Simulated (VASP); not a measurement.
# HfSb2Au3: single point with PBE

Crystal: HfSb2Au3.

```
Hf Sb Au
1.0
     6.58035    0.00000    0.00000
    -3.29017    5.69875    0.00000
     0.00000    0.00000    3.60452
Hf Sb Au
1 2 3
Direct
  0.00000 0.00000 0.00000
  0.33333 0.66667 0.00000
  0.66667 0.33333 0.00000
  0.50000 0.00000 0.50000
  0.50000 0.50000 0.50000
  0.00000 0.50000 0.50000
```

```json
{
 "Program": "VASP 6.6.1",
 "Task": "single point",
 "Functional": "PBE",
 "Potentials or basis": "VASP PAW PBE potentials, release 64 (Hf_pv, Sb, Au)",
 "Cutoff": "520 eV",
 "k mesh": "3 × 3 × 6",
 "Occupations": "gaussian, width 0.1 eV",
 "Spin": "no spin polarisation"
}
```

| Item | Value |
| --- | --- |
| Pressure | 15.2 GPa |

Stress tensor (GPa, compression positive):
```
10.47  0.00  0.00
 0.00 10.47  0.00
 0.00  0.00 24.66
```

Levels at points of the mesh, in eV from the Fermi level:
```csv
k point,band 23,band 24,band 25,band 26,band 27,band 28,band 29,band 30,band 31,band 32
"(0.00, 0.00, 0.00)",-3.13,-3.13,-1.66,-1.11,0.35,1.10,1.10,1.65,1.65,2.48
"(0.00, 0.00, 0.50)",-4.07,-1.49,-1.38,-1.38,-1.09,-1.09,-0.55,1.18,1.18,1.87
```

It took 52 s on 1 thread of Intel(R) Xeon(R) 6975P-C (Granite Rapids), on a shared host, peak memory 0.28 GiB.

Caveat: the k points lie up to 0.37 Å⁻¹ apart; spin-orbit coupling is left out, which moves the levels of the heavy elements.
